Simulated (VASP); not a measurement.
# MgO (l.bA) (Fm-3m) in VASP: a series of runs, part 2 of 2

VASP 6.6.1. The steps go on from the part before.

**3. Single point, LDA**

File INCAR:

```
SYSTEM = MgO
PREC = Accurate
ENCUT = 600
EDIFF = 1E-6
ISMEAR = 0
SIGMA = 0.02
LREAL = .False.
LASPH = .True.
NELM = 120
ALGO = Normal
ISIF = 2
LWAVE = .False.
LCHARG = .True.
GGA = CA
LELF = .True.
LVHAR = .True.
NBANDS = 11
GGA_COMPAT = .False.
```

File KPOINTS:

```
regular mesh
0
Gamma
  10 10 10
  0 0 0
```

File POSCAR:

```
MgO
1.0
    0.0000000000      2.0803236700      2.0803236700
    2.0803236700      0.0000000000      2.0803236700
    2.0803236700      2.0803236700      0.0000000000
Mg O
1 1
Direct
    0.0000000000      0.0000000000      0.0000000000
    0.5000000000      0.5000000000      0.5000000000
```

Potentials or basis: VASP PAW LDA potentials, release 64 (Mg, O).

Run with:

```sh
cat potpaw_LDA.64/Mg/POTCAR potpaw_LDA.64/O/POTCAR > POTCAR
mpirun -np 1 vasp_std > vasp.out
```

OUTCAR:

```text
SYSTEM = MgO
   PREC = Accurate
   ENCUT = 600
   EDIFF = 1E-6
   ISMEAR = 0
   LREAL = .False.
   LASPH = .True.
   NELM = 120
   ISIF = 2
   GGA = CA

 ion  position               nearest neighbor table
   1  0.000  0.000  0.000-   2 2.08   2 2.08   2 2.08   2 2.08   2 2.08   2 2.08
   2  0.500  0.500  0.500-   1 2.08   1 2.08   1 2.08   1 2.08   1 2.08   1 2.08

  LATTYP: Found a face centered cubic cell.
 ALAT       =     4.1606473400

  Lattice vectors:

 A1 = (   0.0000000000,   2.0803236700,   2.0803236700)
 A2 = (   2.0803236700,   0.0000000000,   2.0803236700)
 A3 = (   2.0803236700,   2.0803236700,   0.0000000000)

Analysis of symmetry for initial positions (statically):
=====================================================================
 Subroutine PRICEL returns:
 Original cell was already a primitive cell.

 Routine SETGRP: Setting up the symmetry group for a
 face centered cubic supercell.

 Subroutine GETGRP returns: Found 48 space group operations
 (whereof 48 operations were pure point group operations)
 out of a pool of 48 trial point group operations.

The static configuration has the point symmetry O_h .

Analysis of symmetry for dynamics (positions and initial velocities):
=====================================================================
 Subroutine PRICEL returns:
 Original cell was already a primitive cell.

 Routine SETGRP: Setting up the symmetry group for a
 face centered cubic supercell.

 Subroutine GETGRP returns: Found 48 space group operations
 (whereof 48 operations were pure point group operations)
 out of a pool of 48 trial point group operations.

The dynamic configuration has the point symmetry O_h .

 Subroutine INISYM returns: Found 48 space group operations
 (whereof 48 operations are pure point group operations),
 and found     1 'primitive' translations

----------------------------------------------------------------------------------------

                                     Primitive cell

  volume of cell :      18.0062

  direct lattice vectors                    reciprocal lattice vectors
     0.000000000  2.080323670  2.080323670    -0.240347215  0.240347215  0.240347215
     2.080323670  0.000000000  2.080323670     0.240347215 -0.240347215  0.240347215
     2.080323670  2.080323670  0.000000000     0.240347215  0.240347215 -0.240347215

  length of vectors
     2.942021948  2.942021948  2.942021948     0.416293588  0.416293588  0.416293588

  position of ions in fractional coordinates (direct lattice)
     0.000000000  0.000000000  0.000000000
     0.500000000  0.500000000  0.500000000

  ion indices of the primitive-cell ions
   primitive index   ion index
                 1           1
                 2           2

----------------------------------------------------------------------------------------

 KPOINTS: regular mesh

Automatic generation of k-mesh.
 Grid dimensions read from file:
 generate k-points for:   10   10   10

 Generating k-lattice:

  Cartesian coordinates                     Fractional coordinates (reciprocal lattice)
    -0.024034721  0.024034721  0.024034721     0.100000000  0.000000000  0.000000000
     0.024034721 -0.024034721  0.024034721     0.000000000  0.100000000  0.000000000
     0.024034721  0.024034721 -0.024034721     0.000000000  0.000000000  0.100000000

  Length of vectors
     0.041629359  0.041629359  0.041629359

  Shift w.r.t. Gamma in fractional coordinates (k-lattice)
     0.000000000  0.000000000  0.000000000

 Subroutine IBZKPT returns following result:
 ===========================================

 Found     47 irreducible k-points:

 Following reciprocal coordinates:
            Coordinates               Weight
  0.000000  0.000000  0.000000      1.000000
  0.100000  0.000000  0.000000      8.000000
  0.200000  0.000000  0.000000      8.000000
  0.300000  0.000000  0.000000      8.000000
  0.400000  0.000000  0.000000      8.000000
  0.500000  0.000000  0.000000      4.000000
[... 16 lines left out ...]
  0.300000  0.300000  0.000000      6.000000
  0.400000  0.300000  0.000000     24.000000
 [... further k-points ...]
   k-points           NKPTS =     47   k-points in BZ     NKDIM =     47   number of bands    NBANDS=     11
   number of dos      NEDOS =    301   number of ions     NIONS =      2
   total plane-waves  NPLWV =  13824
   dimension x,y,z NGX =    24 NGY =   24 NGZ =   24
   dimension x,y,z NGXF=    48 NGYF=   48 NGZF=   48
   ions per type =               1   1
   NGX,Y,Z   is equivalent  to a cutoff of  13.56, 13.56, 13.56 a.u.
   NGXF,Y,Z  is equivalent  to a cutoff of  27.12, 27.12, 27.12 a.u.
 SYSTEM =  MgO
   PREC   = accura    normal or accurate (medium, high low for compatibility)
   ISTART =      0    job   : 0-new  1-cont  2-samecut
   ICHARG =      2    charge: 1-file 2-atom 10-const
   ISPIN  =      1    spin polarized calculation?
   LNONCOLLINEAR =      F non collinear calculations
   LSORBIT =      F    spin-orbit coupling
   LASPH  =      T    aspherical Exc in radial PAW
   ENCUT  =  600.0 eV  44.10 Ry    6.64 a.u.   5.88  5.88  5.88*2*pi/ulx,y,z
   NELM   =    120;   NELMIN=  2; NELMDL= -5     # of ELM steps
   EDIFF  = 0.1E-05   stopping-criterion for ELM
   LREAL  =      F    real-space projection
   EDIFFG = 0.1E-04   stopping-criterion for IOM
   NSW    =      0    number of steps for IOM
   IBRION =     -1    ionic relax: 0-MD 1-quasi-New 2-CG
   NFREE  =      0    steps in history (QN), initial steepest desc. (CG)
   ISIF   =      2    stress and relaxation
   ISYM   =      2    0-nonsym 1-usesym 2-fastsym
   POTIM  = 0.5000    time-step for ionic-motion
   TEBEG  =    0.0;   TEEND  =   0.0 temperature during run
   PSTRESS=    0.0 pullay stress
   NELECT =       8.0000    total number of electrons
   NUPDOWN=      -1.0000    fix difference up-down
   EMIN   =  10.00;   EMAX   =-10.00  energy-range for DOS
   EFERMI =   0.00;   METHOD = LEGACY
   ISMEAR =     0;   SIGMA  =   0.02  broadening in eV -4-tet -1-fermi 0-gaus
   EFERMI_NEDOS =   21; number of points for ismear=-14 and -15
   IALGO  =     38    algorithm
   IMIX   =      4    mixing-type and parameters
     AMIX     =   0.40;   BMIX     =  1.00
     AMIX_MAG =   1.60;   BMIX_MAG =  1.00
  volume/ion in A,a.u.               =       9.00        60.76
  Fermi-wavevector in a.u.,A,eV,Ry     =   1.249196  2.360638 21.231764  1.560491
  Thomas-Fermi vector in A             =   2.383248
   LORBIT       =      0    0 simple, 1 ext, 2 COOP (PROOUT), +10 PAW based schemes
   GGA     = CA    functional components
   LHFCALC =     F    Hartree Fock is set to
   AEXX    =    0.0000 exact exchange contribution
   IVDW    =     0    specifies the selected vdW correction
   LEPSILON=     F    determine dielectric tensor
   LRPA    =     F    only Hartree local field effects (RPA)
 non-spin polarized calculation
 Gauss-broadening in eV      SIGMA  =   0.02
  energy-cutoff  :      600.00
  volume of cell :       18.01
 maximum number of plane-waves:       620
   NGX = 11   NGY = 11   NGZ = 11

 number of electron       8.0000001 magnetization

 Free energy of the ion-electron system (eV)
  ---------------------------------------------------
  ext. energy  EPLUGINS =         0.00000000
  ---------------------------------------------------
  free energy    TOTEN  =       -13.44802704 eV

  energy without entropy =      -13.44802704  energy(sigma->0) =      -13.44802704

 E-fermi :   3.3841     XC(G=0): -11.7706

 val. band max:        3.1634131148   @ k =   0.0000   0.0000   0.0000
 cond. band min:       8.1891672800   @ k =   0.0000   0.0000   0.0000
 fundamental gap:      5.0257541652
 Fermi energy:         3.3840680425

 k-point     1 :       0.0000    0.0000    0.0000
  band No.  band energies     occupation
      1     -14.0351      2.00000
      2       3.1634      2.00000
      3       3.1634      2.00000
      4       3.1634      2.00000
      5       8.1892      0.00000
      6      18.8912      0.00000
      7      18.8912      0.00000
      8      18.8912      0.00000
      9      23.0131      0.00000
     10      24.7028      0.00000
     11      24.7028      0.00000
[... 309 lines left out ...]
 k-point    24 :       0.4000    0.3000    0.0000
  band No.  band energies     occupation
      1     -12.6470      2.00000
      2      -0.5878      2.00000
      3       1.7792      2.00000
      4       2.0134      2.00000
      5      12.8631      0.00000
      6      13.2936      0.00000
      7      16.8801      0.00000
      8      21.5073      0.00000
      9      21.7244      0.00000
     10      28.1877      0.00000
     11      30.5999      0.00000

 [... further k-points ...]

------------------------ aborting loop because EDIFF is reached ----------------------------------------

  FORCE on cell =-STRESS in cart. coord.  units (eV):
  Direction    XX          YY          ZZ          XY          YZ          ZX
  --------------------------------------------------------------------------------------
  -------------------------------------------------------------------------------------
  Total       -0.2398560     -0.2398560     -0.2398560     -0.0000000      0.0000000      0.0000000
  in kB      -21.3421655    -21.3421655    -21.3421655     -0.0000000      0.0000000      0.0000000
  external PRESSURE =     -21.3421655 kB  Pullay stress =       0.0000000 kB

 VOLUME and BASIS-vectors are now :
 -----------------------------------------------------------------------------
  energy-cutoff  :      600.00
  volume of cell :       18.01
      direct lattice vectors                 reciprocal lattice vectors
     0.000000000  2.080323670  2.080323670    -0.240347215  0.240347215  0.240347215
     2.080323670  0.000000000  2.080323670     0.240347215 -0.240347215  0.240347215
     2.080323670  2.080323670  0.000000000     0.240347215  0.240347215 -0.240347215

 POSITION                                       TOTAL-FORCE (eV/Angst)
 -----------------------------------------------------------------------------------
      0.00000      0.00000      0.00000         0.000000     -0.000000      0.000000
      2.08032      2.08032      2.08032        -0.000000      0.000000     -0.000000
 -----------------------------------------------------------------------------------
    total drift:                               -0.000000     -0.000000      0.000000

  FREE ENERGIE OF THE ION-ELECTRON SYSTEM (eV)
  ---------------------------------------------------
  free  energy   TOTEN  =       -13.4480270403 eV

  energy  without entropy=      -13.4480270403  energy(sigma->0) =      -13.44802704
```

stdout:

```text
POSCAR found type information on POSCAR MgO
 POSCAR found :  2 types and       2 ions
 scaLAPACK will be used
 LDA part: xc-table for (Slater(with rela. corr.)+CA(PZ))
 , standard interpolation
 POSCAR, INCAR and KPOINTS ok, starting setup
 FFT: planning ... GRIDC
 FFT: planning ... GRID_SOFT
 FFT: planning ... GRID
 WAVECAR not read
 entering main loop
```

Wall time 12 s (1 thread of AMD EPYC 7R43 (Zen 3), shared host); peak memory 0.1 GiB.

What came out:

| Item | Value |
| --- | --- |
| Free energy | -13.4480 eV |
| Pressure | -2.1 GPa |
| Band gap on the k mesh | 5.03 eV, direct |

As with any semilocal functional, this LDA gap is likely too small.

**4. Relaxation of cell and atoms, LDA**

This run uses another cell than the first one, of 9.39 Å³/atom, 1.043 times its volume.

File INCAR:

```
SYSTEM = MgO
  ALGO = Normal
  EDIFF = 1E-7
  EDIFFG = -0.002
  ENCUT = 600
  GGA_COMPAT = .False.
  IBRION = 2
  ISIF = 3
  ISMEAR = 0
  LASPH = .True.
  LCHARG = .False.
  LREAL = .False.
  LWAVE = .False.
  NELM = 120
  NELMIN = 4
  NSW = 100
  PREC = Accurate
  SIGMA = 0.02
```

File KPOINTS:

```
k-points
0
Gamma
  10 10 10
  0 0 0
```

File POSCAR:

```
MgO
1.0
    0.0000000000      2.1100000000      2.1100000000
    2.1100000000      0.0000000000      2.1100000000
    2.1100000000      2.1100000000      0.0000000000
Mg O
1 1
Direct
    0.0000000000      0.0000000000      0.0000000000
    0.5000000000      0.5000000000      0.5000000000
```

Potentials or basis: VASP PAW LDA potentials, release 64 (Mg, O).

Run with:

```sh
cat potpaw_LDA.64/Mg/POTCAR potpaw_LDA.64/O/POTCAR > POTCAR
mpirun -np 1 vasp_std > vasp.out
```

OUTCAR:

```text
SYSTEM = MgO
   EDIFF = 1E-7
   EDIFFG = -0.002
   ENCUT = 600
   IBRION = 2
   ISIF = 3
   ISMEAR = 0
   LASPH = .True.
   LREAL = .False.
   NELM = 120
   NELMIN = 4
   NSW = 100
   PREC = Accurate

 ion  position               nearest neighbor table
   1  0.000  0.000  0.000-   2 2.11   2 2.11   2 2.11   2 2.11   2 2.11   2 2.11
   2  0.500  0.500  0.500-   1 2.11   1 2.11   1 2.11   1 2.11   1 2.11   1 2.11

  LATTYP: Found a face centered cubic cell.
 ALAT       =     4.2200000000

  Lattice vectors:

 A1 = (   0.0000000000,   2.1100000000,   2.1100000000)
 A2 = (   2.1100000000,   0.0000000000,   2.1100000000)
 A3 = (   2.1100000000,   2.1100000000,   0.0000000000)

Analysis of symmetry for initial positions (statically):
[... 5 lines left out ...]
 face centered cubic supercell.

 Subroutine GETGRP returns: Found 48 space group operations
 (whereof 48 operations were pure point group operations)
[... 244 lines left out ...]

  energy without entropy =      -13.45162732  energy(sigma->0) =      -13.45162732

 E-fermi :   3.3993     XC(G=0): -11.8319

 val. band max:        3.2625820415   @ k =   0.0000   0.0000   0.0000
 cond. band min:       8.4173812007   @ k =   0.0000   0.0000   0.0000
 fundamental gap:      5.1547991592
 Fermi energy:         3.3992946615

 k-point     1 :       0.0000    0.0000    0.0000
  band No.  band energies     occupation
      1     -14.0047      2.00000
      2       3.2626      2.00000
      3       3.2626      2.00000
      4       3.2626      2.00000
      5       8.4174      0.00000
      6      19.0585      0.00000
      7      19.0585      0.00000
      8      19.0585      0.00000
[... 243 lines left out ...]
 k-point    24 :       0.4000    0.3000    0.0000
  band No.  band energies     occupation
      1     -12.5859      2.00000
      2      -0.5313      2.00000
      3       1.8588      2.00000
      4       2.0965      2.00000
      5      13.0438      0.00000
      6      13.4755      0.00000
      7      17.1149      0.00000
      8      21.7730      0.00000

 [... further k-points ...]
[... 5 lines left out ...]
  --------------------------------------------------------------------------------------
  -------------------------------------------------------------------------------------
  Total        0.0015226      0.0015226      0.0015226      0.0000000      0.0000000      0.0000000
  in kB        0.1371850      0.1371850      0.1371850      0.0000000      0.0000000      0.0000000
  external PRESSURE =       0.1371850 kB  Pullay stress =       0.0000000 kB
[... 17 lines left out ...]
  FREE ENERGIE OF THE ION-ELECTRON SYSTEM (eV)
  ---------------------------------------------------
  free  energy   TOTEN  =       -13.4516273178 eV

  energy  without entropy=      -13.4516273178  energy(sigma->0) =      -13.45162732

 reached required accuracy - stopping structural energy minimisation
```

CONTCAR:

```text
MgO
   1.00000000000000
    -0.0000000000000000    2.0716629685683241    2.0716629685683241
     2.0716629685683241    0.0000000000000000    2.0716629685683241
     2.0716629685683241    2.0716629685683241    0.0000000000000000
  Mg              O
     1     1
Direct
     0.0000000000000000    0.0000000000000000    0.0000000000000000
     0.5000000000000000    0.5000000000000000    0.5000000000000000

  0.00000000E+00  0.00000000E+00  0.00000000E+00
  0.00000000E+00  0.00000000E+00  0.00000000E+00
```

Run time: 20 s. Hardware: 1 thread of AMD EPYC 7R43 (Zen 3), shared host; peak memory 0.11 GiB.

Results:

```
Free energy                            : -13.4516 eV
Relaxed volume                         : 8.89 Å³/atom
Relaxed cell                           : a = 2.930 Å, b = 2.930 Å, c = 2.930 Å, α = 60.00°, β = 60.00°, γ = 60.00°
Space group after relaxing (to 0.05 Å) : Fm-3m (No. 225)
Energy gained by relaxing              : 14.4 meV/atom
Ionic steps                            : 3
Pressure after relaxing                : 0.0 GPa
Band gap on the k mesh                 : 5.15 eV, direct
```

Step by step:
```
step  energy change (eV)  largest force (eV/Å)  pressure (GPa)  volume (Å³)
   1              0.0000                0.0000           -8.79        18.79
   2             -0.0246                0.0000            3.84        17.42
   3             -0.0289                0.0000            0.01        17.78
```

Final structure:
```xyz
2
Lattice="0.0000 2.0717 2.0717 2.0717 0.0000 2.0717 2.0717 2.0717 0.0000" Properties=species:S:1:pos:R:3 pbc="T T T"
Mg    0.0000    0.0000    0.0000
O     2.0717    2.0717    2.0717
```

Levels at points of the mesh, in eV from the valence-band top:
```
           k point  band 2  band 3  band 4  band 5  band 6  band 7
(0.00, 0.00, 0.00)    0.00    0.00    0.00    5.15   15.80   15.80
(0.50, 0.00, 0.00)   -4.92   -0.72   -0.72    8.05   12.96   16.51
(0.50, 0.50, 0.00)   -4.36   -1.44   -1.44    8.94   10.25   13.42
```

A hybrid or GW would open this gap; LDA tends to underestimate it.
